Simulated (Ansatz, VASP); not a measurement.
**HfO2 in VASP and in Ansatz**

The input INCAR:

```
PREC     = Accurate       # precision mode
ENCUT    = 520            # plane-wave cutoff, eV
EDIFF    = 1E-6           # SCF threshold, eV
ISMEAR   = 0              # smearing method
SIGMA    = 0.05           # smearing width, eV
LREAL    = False          # projectors in reciprocal space
LASPH    = True           # aspherical terms in the spheres
NELM     = 80             # most SCF steps
ALGO     = Normal         # electronic algorithm
ISIF     = 2              # what is computed and relaxed
LWAVE    = False          # write WAVECAR
LCHARG   = False          # write CHGCAR
GGA      = PE             # functional
NBANDS   = 18             # bands
```

KPOINTS

```
Automatic mesh
0
Gamma
  8 8 8
```

File POSCAR:

```
HfO2
1.0
    0.2054712690      2.6095812813      2.6095812813
    2.6095812813      0.2054712690      2.6095812813
    2.6095812813      2.6095812813      0.2054712690
Hf O
1 2
Direct
    0.0000000000      0.0000000000      0.0000000000
    0.2500000000      0.2500000000      0.2500000000
    0.7500000000      0.7500000000      0.7500000000
```

Input for Ansatz:

```yaml
crystal:
  lattice:
    - [0.205471269, 2.6095812813, 2.6095812813]
    - [2.6095812813, 0.205471269, 2.6095812813]
    - [2.6095812813, 2.6095812813, 0.205471269]
  atoms:
    - { symbol: Hf, position: [0.0, 0.0, 0.0] }
    - { symbol: O, position: [0.25, 0.25, 0.25] }
    - { symbol: O, position: [0.75, 0.75, 0.75] }
basis:
  ecutwfc: 520.0
kpoints:
  mp_grid: { grid: [8, 8, 8] }
hamiltonian:
  xc: pbe
  pseudopotentials: { kind: paw, azcp: { folder: soft_1 } }
scf:
  occupations: { method: gaussian, width: 0.05 }
output:
  forces: true
  stress: true
  eigenvalues: true
```

Alike in both runs: task single point; functional PBE; k mesh 8 × 8 × 8; occupations gaussian, width 0.05 eV; no spin polarisation.

```csv
,VASP,Ansatz
version,VASP 6.6.1,Ansatz 0.2.0
potentials or method,"VASP PAW PBE potentials, release 64 (Hf_pv, O), cutoff 520 eV","scalar-relativistic, plane waves, PAW"
valence electrons in the cell,22,38
```

```csv
,VASP,Ansatz,Ansatz less VASP
gap on the k mesh at the Fermi level (eV),4.03,4.00,-0.029
least direct gap on the mesh (eV),4.03,4.00,-0.029
pressure (GPa),15.4,19.5,+4.17
"traceless stress, the component that is largest in VASP (GPa)",-6.36,-6.68,-0.319
rms of the force components (eV/Å),0.377,0.419,+0.0419
```

Atom by atom the forces differ by 0.042 eV/Å (rms over components). One of these differences is far larger than is usual between the two programs; its cause wasn't traced. VASP's potentials hold 22 valence electrons a cell and Ansatz's 38, so a difference there can come from the potentials and not from the codes.

Neither program's run includes spin-orbit coupling.
